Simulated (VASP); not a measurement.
Write the native input for VASP 6.6.1 that does the following.

* Task: single point
* Functional: PBE
* Potentials or basis: VASP PAW PBE potentials, release 64 (Si, Ni)
* Cutoff: 520 eV
* k mesh: 16 × 16 × 16
* Occupations: gaussian, width 0.15 eV
* Spin: no spin polarisation
* Dipole correction: no
* Further INCAR settings: ALGO = Normal; EDIFF = 1e-07; NBANDS = 16

The structure of Si2Ni lies in POSCAR:

```
Si2Ni
1.0
    0.0000000000      2.8051152926      2.8051152926
    2.8051152926      0.0000000000      2.8051152926
    2.8051152926      2.8051152926      0.0000000000
Si Ni
2 1
Direct
    0.2500000000      0.2500000000      0.2500000000
    0.7500000000      0.7500000000      0.7500000000
    0.0000000000      0.0000000000      0.0000000000
```

This cell differs from its parent crystal: strain +0.030 along x and y, +0.030 along z.

The input as run:

INCAR

```
PREC     = Accurate       # precision mode
ENCUT    = 520            # plane-wave cutoff, eV
EDIFF    = 1E-7           # SCF threshold, eV
ISMEAR   = 0              # smearing method
SIGMA    = 0.15           # smearing width, eV
LREAL    = False          # projectors in reciprocal space
LASPH    = True           # aspherical terms in the spheres
NELM     = 100            # most SCF steps
ALGO     = Normal         # electronic algorithm
ISIF     = 2              # what is computed and relaxed
LWAVE    = False          # write WAVECAR
LCHARG   = False          # write CHGCAR
GGA      = PE             # functional
NBANDS   = 16             # bands
```

KPOINTS

```
regular mesh
0
Gamma
  16 16 16
```

Potentials or basis: VASP PAW PBE potentials, release 64 (Si, Ni).

Run with:

```console
$ cat potpaw_PBE.64/Si/POTCAR potpaw_PBE.64/Ni/POTCAR > POTCAR
$ mpirun -np 1 vasp_std > vasp.out
```

Results of the run:

```yaml
Pressure: -10.4 GPa
Band_gap_on_the_k_mesh: zero (bands 9 and 10 overlap by 2.22 eV)
```

Caveat: the cell differs from its parent crystal (strain +0.030 along x and y, +0.030 along z); the cell stands under tension.

It used 110 s of CPU time on 1 thread of Intel(R) Xeon(R) Platinum 8488C (Sapphire Rapids), with other jobs on the host.
